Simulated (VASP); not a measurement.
# Pt (R-3m) in VASP: notebook

The runs below take Pt through single point, with LDA.

All numbers are computed with VASP 6.6.1; they aren't measurements. Logs are shortened: lines on timing, memory, paths and dates and some standing lists are left out, and cuts for length are marked.

## 1. The cell of the first run

Symmetry: R-3m, No. 166, trigonal system. Conventional cell: a = 2.560 Å, b = 2.560 Å, c = 7.283 Å, α = 90.00°, β = 90.00°, γ = 120.00°. Pt (site symmetry -3m) has 12 Pt at 2.56 to 2.84 Å within 3.4 Å.

## 2. Single point, LDA

INCAR

```
PREC     = Accurate       # precision mode
ENCUT    = 520            # plane-wave cutoff, eV
EDIFF    = 1E-7           # SCF threshold, eV
ISMEAR   = 0              # smearing method
SIGMA    = 0.15           # smearing width, eV
LREAL    = F              # projectors in reciprocal space
LASPH    = T              # aspherical terms in the spheres
NELM     = 100            # most SCF steps
ALGO     = Fast           # electronic algorithm
ISIF     = 2              # what is computed and relaxed
LWAVE    = F              # write WAVECAR
LCHARG   = F              # write CHGCAR
NBANDS   = 11             # bands
```

KPOINTS

```
regular mesh
0
Gamma
  20 20 20
```

POSCAR

```
Pt
1.0
    0.1946767288      2.0051703071      2.0051703071
    2.0051703071      0.1946767288      2.0051703071
    2.0051703071      2.0051703071      0.1946767288
Pt
1
Direct
    0.0000000000      0.0000000000      0.0000000000
```

Potentials or basis: VASP PAW LDA potentials, release 64 (Pt).

Command:

```console
$ cat potpaw_LDA.64/Pt/POTCAR > POTCAR
$ mpirun -np 1 vasp_std > vasp.out
```

OUTCAR:

```text
PREC = Accurate
   ENCUT = 520
   EDIFF = 1E-7
   ISMEAR = 0
   LREAL = F
   LASPH = T
   NELM = 100
   ISIF = 2

 ion  position               nearest neighbor table
   1  0.000  0.000  0.000-

  LATTYP: Found a trigonal (rhomboedric) cell.
 ALAT       =     2.8424135782
 COS(alpha) =     0.5942865184

  Lattice vectors:

 A1 = (   0.1946767288,   2.0051703071,   2.0051703071)
 A2 = (   2.0051703071,   0.1946767288,   2.0051703071)
 A3 = (   2.0051703071,   2.0051703071,   0.1946767288)

Analysis of symmetry for initial positions (statically):
=====================================================================
 Subroutine PRICEL returns:
 Original cell was already a primitive cell.

 Routine SETGRP: Setting up the symmetry group for a
 trigonal (rhombohedral) supercell.

 Subroutine GETGRP returns: Found 12 space group operations
 (whereof 12 operations were pure point group operations)
 out of a pool of 12 trial point group operations.

The static configuration has the point symmetry D_3d.

Analysis of symmetry for dynamics (positions and initial velocities):
=====================================================================
 Subroutine PRICEL returns:
 Original cell was already a primitive cell.

 Routine SETGRP: Setting up the symmetry group for a
 trigonal (rhombohedral) supercell.

 Subroutine GETGRP returns: Found 12 space group operations
 (whereof 12 operations were pure point group operations)
 out of a pool of 12 trial point group operations.

The dynamic configuration has the point symmetry D_3d.

 Subroutine INISYM returns: Found 12 space group operations
 (whereof 12 operations are pure point group operations),
 and found     1 'primitive' translations

----------------------------------------------------------------------------------------

                                     Primitive cell

  volume of cell :      13.7836

  direct lattice vectors                    reciprocal lattice vectors
     0.194676729  2.005170307  2.005170307    -0.288953330  0.263382239  0.263382239
     2.005170307  0.194676729  2.005170307     0.263382239 -0.288953330  0.263382239
     2.005170307  2.005170307  0.194676729     0.263382239  0.263382239 -0.288953330

  length of vectors
     2.842413578  2.842413578  2.842413578     0.471417473  0.471417473  0.471417473

  position of ions in fractional coordinates (direct lattice)
     0.000000000  0.000000000  0.000000000

  ion indices of the primitive-cell ions
   primitive index   ion index
                 1           1

----------------------------------------------------------------------------------------

 KPOINTS: regular mesh

Automatic generation of k-mesh.
 Grid dimensions read from file:
 generate k-points for:   20   20   20

 Generating k-lattice:

  Cartesian coordinates                     Fractional coordinates (reciprocal lattice)
    -0.014447666  0.013169112  0.013169112     0.050000000  0.000000000  0.000000000
     0.013169112 -0.014447666  0.013169112     0.000000000  0.050000000  0.000000000
     0.013169112  0.013169112 -0.014447666     0.000000000  0.000000000  0.050000000

  Length of vectors
     0.023570874  0.023570874  0.023570874

  Shift w.r.t. Gamma in fractional coordinates (k-lattice)
     0.000000000  0.000000000  0.000000000

 Subroutine IBZKPT returns following result:
 ===========================================

 Found    781 irreducible k-points:

 Following reciprocal coordinates:
            Coordinates               Weight
  0.000000  0.000000  0.000000      1.000000
  0.050000 -0.000000 -0.000000      6.000000
  0.100000  0.000000  0.000000      6.000000
  0.150000 -0.000000 -0.000000      6.000000
  0.200000  0.000000  0.000000      6.000000
  0.250000  0.000000 -0.000000      6.000000
[... 16 lines left out ...]
 -0.400000  0.050000 -0.000000     12.000000
 -0.350000  0.050000  0.000000     12.000000
 [... further k-points ...]
   k-points           NKPTS =    781   k-points in BZ     NKDIM =    781   number of bands    NBANDS=     11
   number of dos      NEDOS =    301   number of ions     NIONS =      1
   total plane-waves  NPLWV =  13824
   dimension x,y,z NGX =    24 NGY =   24 NGZ =   24
   dimension x,y,z NGXF=    48 NGYF=   48 NGZF=   48
   ions per type =               1
   NGX,Y,Z   is equivalent  to a cutoff of  14.04, 14.04, 14.04 a.u.
   NGXF,Y,Z  is equivalent  to a cutoff of  28.07, 28.07, 28.07 a.u.
 SYSTEM =  unknown system
   PREC   = accura    normal or accurate (medium, high low for compatibility)
   ISTART =      0    job   : 0-new  1-cont  2-samecut
   ICHARG =      2    charge: 1-file 2-atom 10-const
   ISPIN  =      1    spin polarized calculation?
   LNONCOLLINEAR =      F non collinear calculations
   LSORBIT =      F    spin-orbit coupling
   LASPH  =      T    aspherical Exc in radial PAW
   ENCUT  =  520.0 eV  38.22 Ry    6.18 a.u.   5.29  5.29  5.29*2*pi/ulx,y,z
   NELM   =    100;   NELMIN=  2; NELMDL= -5     # of ELM steps
   EDIFF  = 0.1E-06   stopping-criterion for ELM
   LREAL  =      F    real-space projection
   EDIFFG = 0.1E-05   stopping-criterion for IOM
   NSW    =      0    number of steps for IOM
   IBRION =     -1    ionic relax: 0-MD 1-quasi-New 2-CG
   NFREE  =      0    steps in history (QN), initial steepest desc. (CG)
   ISIF   =      2    stress and relaxation
   ISYM   =      2    0-nonsym 1-usesym 2-fastsym
   POTIM  = 0.5000    time-step for ionic-motion
   TEBEG  =    0.0;   TEEND  =   0.0 temperature during run
   PSTRESS=    0.0 pullay stress
   NELECT =      10.0000    total number of electrons
   NUPDOWN=      -1.0000    fix difference up-down
   EMIN   =  10.00;   EMAX   =-10.00  energy-range for DOS
   EFERMI =   0.00;   METHOD = LEGACY
   ISMEAR =     0;   SIGMA  =   0.15  broadening in eV -4-tet -1-fermi 0-gaus
   EFERMI_NEDOS =   21; number of points for ismear=-14 and -15
   IALGO  =     68    algorithm
   IMIX   =      4    mixing-type and parameters
     AMIX     =   0.40;   BMIX     =  1.00
     AMIX_MAG =   1.60;   BMIX_MAG =  1.00
  volume/ion in A,a.u.               =      13.78        93.02
  Fermi-wavevector in a.u.,A,eV,Ry     =   1.471028  2.779840 29.441961  2.163923
  Thomas-Fermi vector in A             =   2.586213
   LORBIT       =      0    0 simple, 1 ext, 2 COOP (PROOUT), +10 PAW based schemes
   GGA     = CA    functional components
   LHFCALC =     F    Hartree Fock is set to
   AEXX    =    0.0000 exact exchange contribution
   IVDW    =     0    specifies the selected vdW correction
   LEPSILON=     F    determine dielectric tensor
   LRPA    =     F    only Hartree local field effects (RPA)
 non-spin polarized calculation
 RMM-DIIS sequential band-by-band and
 Gauss-broadening in eV      SIGMA  =   0.15
  energy-cutoff  :      520.00
  volume of cell :       13.78
 maximum number of plane-waves:       385
 NGX is ok and might be reduce to    24
   NGX = 11   NGY = 11   NGZ = 11

 number of electron      10.0000000 magnetization

 Free energy of the ion-electron system (eV)
  ---------------------------------------------------
  ext. energy  EPLUGINS =         0.00000000
  ---------------------------------------------------
  free energy    TOTEN  =        -7.24324190 eV

  energy without entropy =       -7.22902358  energy(sigma->0) =       -7.23613274

 E-fermi :  12.8855     XC(G=0): -14.1878

 val. band max:       12.8854342171   @ k =   0.4000   0.2500   0.1500
 cond. band min:      12.8906617282   @ k =   0.4000   0.2000   0.2000
 fundamental gap:      0.0052275112
 Fermi energy:        12.8855451366

 k-point     1 :       0.0000    0.0000    0.0000
  band No.  band energies     occupation
      1       1.6701      2.00000
      2       7.2762      2.00000
      3       8.7594      2.00000
      4       8.7594      2.00000
      5      11.5751      2.00000
      6      11.5751      2.00000
      7      26.5928      0.00000
      8      30.2703      0.00000
      9      34.6588      0.00000
     10      34.6588      0.00000
     11      38.6347      0.00000

 k-point     2 :       0.0500   -0.0000   -0.0000
  band No.  band energies     occupation
      1       1.7944      2.00000
      2       7.3323      2.00000
      3       8.6837      2.00000
      4       8.8479      2.00000
      5      11.4923      2.00000
      6      11.5294      2.00000
      7      26.8115      0.00000
      8      30.4550      0.00000
      9      33.9395      0.00000
     10      34.8175      0.00000
     11      39.4160      0.00000

 k-point     3 :       0.1000    0.0000    0.0000
  band No.  band energies     occupation
      1       2.1569      2.00000
      2       7.4909      2.00000
      3       8.4807      2.00000
      4       9.1074      2.00000
      5      11.2737      2.00000
      6      11.4017      2.00000
      7      27.4080      0.00000
      8      30.8355      0.00000
      9      32.8001      0.00000
     10      35.2796      0.00000
     11      40.5589      0.00000

 k-point     4 :       0.1500   -0.0000   -0.0000
  band No.  band energies     occupation
      1       2.7220      2.00000
      2       7.7156      2.00000
      3       8.2229      2.00000
      4       9.5148      2.00000
      5      11.0008      2.00000
      6      11.2237      2.00000
      7      28.1342      0.00000
      8      30.5170      0.00000
      9      32.7989      0.00000
     10      36.0029      0.00000
     11      39.7880      0.00000

 k-point     5 :       0.2000    0.0000    0.0000
  band No.  band energies     occupation
      1       3.4116      2.00000
      2       7.8513      2.00000
      3       8.1117      2.00000
      4       9.9956      2.00000
      5      10.7924      2.00000
      6      11.0770      2.00000
      7      28.1199      0.00000
      8      30.1786      0.00000
      9      33.7938      0.00000
     10      36.9067      0.00000
     11      37.9565      0.00000
[... 211 lines left out ...]
 k-point    21 :       0.5000    0.0500   -0.0000
  band No.  band energies     occupation
      1       4.6739      2.00000
      2       7.3928      2.00000
      3       9.6188      2.00000
      4      11.8235      2.00000
      5      12.4585      1.99994
      6      14.4432      0.00000
      7      20.6950      0.00000
      8      26.7044      0.00000
      9      30.6231      0.00000
     10      33.1896      0.00000
     11      41.1821      0.00000

 k-point    22 :      -0.4500    0.0500    0.0000
  band No.  band energies     occupation
      1       4.6749      2.00000
      2       7.4185      2.00000
      3       9.6315      2.00000
      4      11.5396      2.00000
      5      12.5242      1.99934
      6      14.4674      0.00000
      7      20.8521      0.00000
      8      26.7602      0.00000
      9      30.7969      0.00000
     10      33.1673      0.00000
     11      41.2404      0.00000

 k-point    23 :      -0.4000    0.0500   -0.0000
  band No.  band energies     occupation
      1       4.7170      2.00000
      2       7.5173      2.00000
      3       9.7156      2.00000
      4      10.8024      2.00000
      5      12.1184      2.00000
      6      14.0149      0.00000
      7      22.0253      0.00000
      8      27.2188      0.00000
      9      31.4308      0.00000
     10      33.8273      0.00000
     11      40.0033      0.00000

 k-point    24 :      -0.3500    0.0500    0.0000
  band No.  band energies     occupation
      1       4.7582      2.00000
      2       7.6613      2.00000
      3       9.8131      2.00000
      4       9.8626      2.00000
      5      11.5247      2.00000
      6      13.3245      0.00004
      7      23.6375      0.00000
      8      28.0695      0.00000
      9      32.4905      0.00000
     10      35.0205      0.00000
     11      38.3401      0.00000

 [... further k-points ...]
[... 5 lines left out ...]
  --------------------------------------------------------------------------------------
  -------------------------------------------------------------------------------------
  Total        3.1483047      3.1483047      3.1483047     -1.4264910     -1.4264910     -1.4264910
  in kB      365.9532163    365.9532163    365.9532163   -165.8127237   -165.8127237   -165.8127237
  external PRESSURE =     365.9532163 kB  Pullay stress =       0.0000000 kB

 VOLUME and BASIS-vectors are now :
 -----------------------------------------------------------------------------
  energy-cutoff  :      520.00
  volume of cell :       13.78
      direct lattice vectors                 reciprocal lattice vectors
     0.194676729  2.005170307  2.005170307    -0.288953330  0.263382239  0.263382239
     2.005170307  0.194676729  2.005170307     0.263382239 -0.288953330  0.263382239
     2.005170307  2.005170307  0.194676729     0.263382239  0.263382239 -0.288953330

 POSITION                                       TOTAL-FORCE (eV/Angst)
 -----------------------------------------------------------------------------------
      0.00000      0.00000      0.00000        -0.000000      0.000000     -0.000000
 -----------------------------------------------------------------------------------
    total drift:                               -0.000000      0.000000      0.000000

  FREE ENERGIE OF THE ION-ELECTRON SYSTEM (eV)
  ---------------------------------------------------
  free  energy   TOTEN  =        -7.2432419031 eV

  energy  without entropy=       -7.2290235821  energy(sigma->0) =       -7.23613274
```

It took 78 s on 1 thread of Intel Xeon Platinum 8488C (Sapphire Rapids), shared host; peak memory 0.24 GiB.

What came out:

* Free energy: -7.2432 eV
* Pressure: 36.6 GPa
* Band gap on the k mesh: zero (band 5 reaches 14.04 eV, above the bottom of band 6 at 11.08 eV)

Caveat: spin-orbit coupling is left out, which moves the levels of the heavy elements.

## 3. Single point, LDA

This run uses another cell than the first one, of 14.08 Å³/atom, 1.022 times its volume.

INCAR

```
SYSTEM = Pt
  ALGO = Normal
  EDIFF = 1E-7
  ENCUT = 520
  GGA = CA
  ISIF = 2
  ISMEAR = 0
  LASPH = .TRUE.
  LCHARG = .FALSE.
  LREAL = .FALSE.
  LWAVE = .FALSE.
  NBANDS = 11
  NELM = 100
  PREC = Accurate
  SIGMA = 0.15
```

KPOINTS

```
k-points
0
G
  20 20 20
  0 0 0
```

POSCAR

```
Pt
1.0
    0.2920150933      2.0733071621      2.0733071621
    2.0733071621      0.2920150933      2.0733071621
    2.0733071621      2.0733071621      0.2920150933
Pt
1
Direct
    0.0000000000      0.0000000000      0.0000000000
```

Potentials or basis: VASP PAW LDA potentials, release 64 (Pt).

Command:

```console
$ cat potpaw_LDA.64/Pt/POTCAR > POTCAR
$ mpirun -np 1 vasp_std > vasp.out
```

It took 50 s on 1 thread of Intel Xeon Platinum 8488C (Sapphire Rapids), shared host; peak memory 0.23 GiB.

Results (log left out):

| Property | Result |
| --- | --- |
| Free energy | -7.0639 eV |
| Pressure | 39.1 GPa |
| Band gap on the k mesh | zero (band 5 reaches 13.90 eV, above the bottom of band 6 at 10.78 eV) |

Stress tensor (GPa, compression positive):
```
 39.14 -24.06 -24.06
-24.06  39.14 -24.06
-24.06 -24.06  39.14
```

Levels at points of the mesh, in eV from the Fermi level:
| k point | band 3 | band 4 | band 5 | band 6 | band 7 | band 8 |
| --- | --- | --- | --- | --- | --- | --- |
| (0.00, 0.00, 0.00) | -4.11 | -4.11 | -0.83 | -0.83 | 12.72 | 17.02 |
| (0.50, 0.00, 0.00) | -2.53 | -1.15 | 0.29 | 1.42 | 8.30 | 13.29 |
| (0.50, 0.50, 0.00) | -0.34 | 0.30 | 1.50 | 2.10 | 9.49 | 10.51 |
| (0.50, 0.50, 0.50) | -4.30 | -2.19 | 0.13 | 0.13 | 3.31 | 15.57 |

Caveat: spin-orbit coupling is left out, which moves the levels of the heavy elements.

## 4. Single point, LDA

This run uses another cell than the first one, of 14.06 Å³/atom, 1.020 times its volume.

INCAR

```
ALGO = Normal
EDIFF = 1E-7
ENCUT = 520
GGA = CA
ISIF = 2
ISMEAR = 0
LASPH = T
LCHARG = T
LELF = T
LREAL = F
LVHAR = T
LWAVE = F
NBANDS = 11
NELM = 100
PREC = Accurate
SIGMA = 0.15
```

KPOINTS

```
k-points
0
Gamma
  20 20 20
```

POSCAR

```
Pt
1.0
   -0.2920150933      1.7812920689      1.7812920689
    1.7812920689     -0.2920150933      1.7812920689
    1.7812920689      1.7812920689     -0.2920150933
Pt
1
Direct
    0.0000000000      0.0000000000      0.0000000000
```

Command:

```console
$ cat potpaw_LDA.64/Pt/POTCAR > POTCAR
$ mpirun -np 1 vasp_std > vasp.out
```

It took 49 s on 1 thread of Intel Xeon Platinum 8488C (Sapphire Rapids), shared host; peak memory 0.23 GiB.

It converged, with:

```
Free energy            : -7.0969 eV
Pressure               : 36.0 GPa
Band gap on the k mesh : zero (band 5 reaches 14.17 eV, above the bottom of band 6 at 9.93 eV)
```

Stress tensor (GPa, compression positive):
```
36.01 16.59 16.59
16.59 36.01 16.59
16.59 16.59 36.01
```

Levels at points of the mesh, in eV from the Fermi level:
```csv
k point,band 3,band 4,band 5,band 6,band 7,band 8
"(0.00, 0.00, 0.00)",-5.78,-1.62,-0.83,-0.83,14.44,18.12
"(0.50, 0.00, 0.00)",-1.71,-1.08,-1.00,0.06,6.32,15.41
"(0.50, 0.50, 0.00)",-0.41,0.06,1.83,2.23,9.07,10.65
"(0.50, 0.50, 0.50)",-4.88,1.44,1.44,2.37,10.82,12.42
```

Caveat: spin-orbit coupling is left out, which moves the levels of the heavy elements.

## 5. Single point, LDA

This run uses another cell than the first one, of 14.20 Å³/atom, 1.031 times its volume.

INCAR

```
ALGO = Fast ; EDIFF = 1E-6
ENCUT = 520 ; ISIF = 2
ISMEAR = 0 ; LASPH = True
LCHARG = False ; LREAL = False
LWAVE = False ; NBANDS = 11
NELM = 100 ; PREC = Accurate
SIGMA = 0.15
```

KPOINTS is that of step 4.

POSCAR

```
Pt
1.0
   -0.1946767288      1.8299612511      1.8299612511
    1.8299612511     -0.1946767288      1.8299612511
    1.8299612511      1.8299612511     -0.1946767288
Pt
1
Direct
    0.0000000000      0.0000000000      0.0000000000
```

Command:

```console
$ cat potpaw_LDA.64/Pt/POTCAR > POTCAR
$ mpirun -np 1 vasp_std > vasp.out
```

Wall time 59 s (1 thread of Intel Xeon Platinum 8488C (Sapphire Rapids), shared host); peak memory 0.23 GiB.

Results (log left out):

| Property | Result |
| --- | --- |
| Free energy | -7.3283 eV |
| Pressure | 22.2 GPa |
| Band gap on the k mesh | zero (band 5 reaches 13.48 eV, above the bottom of band 6 at 9.96 eV) |

Stress tensor (GPa, compression positive):
```
22.17 11.71 11.71
11.71 22.17 11.71
11.71 11.71 22.17
```

Levels at points of the mesh, in eV from the Fermi level:
```
           k point  band 3  band 4  band 5  band 6  band 7  band 8
(0.00, 0.00, 0.00)   -5.17   -2.58   -1.31   -1.31   14.36   18.42
(0.50, 0.00, 0.00)   -2.66   -1.02   -0.67    0.24    6.04   14.70
(0.50, 0.50, 0.00)   -0.25    0.31    1.23    1.91    9.78    9.99
(0.50, 0.50, 0.50)   -4.59    0.78    0.78    1.11    8.99   12.93
```

Caveat: spin-orbit coupling is left out, which moves the levels of the heavy elements.

## 6. Summary

```tsv
cell	gap on the mesh (eV)	pressure (GPa)
a = 2.842 Å, angles 53.5°, 1 atom	none	36.6
a = 2.947 Å, angles 50.6°, 1 atom	none	39.1
a = 2.536 Å, angles 70.6°, 1 atom	none	36.0
a = 2.595 Å, angles 67.0°, 1 atom	none	22.2
```

Alike in all rows: task single point; level LDA; potentials or basis VASP PAW LDA potentials, release 64 (Pt); no spin polarisation; k mesh 20 × 20 × 20; cutoff (eV) 520; smearing gaussian 0.15 eV.

Caveats: spin-orbit coupling is left out, which moves the levels of the heavy elements.

Absolute energies hang on the potentials; compare differences alone.
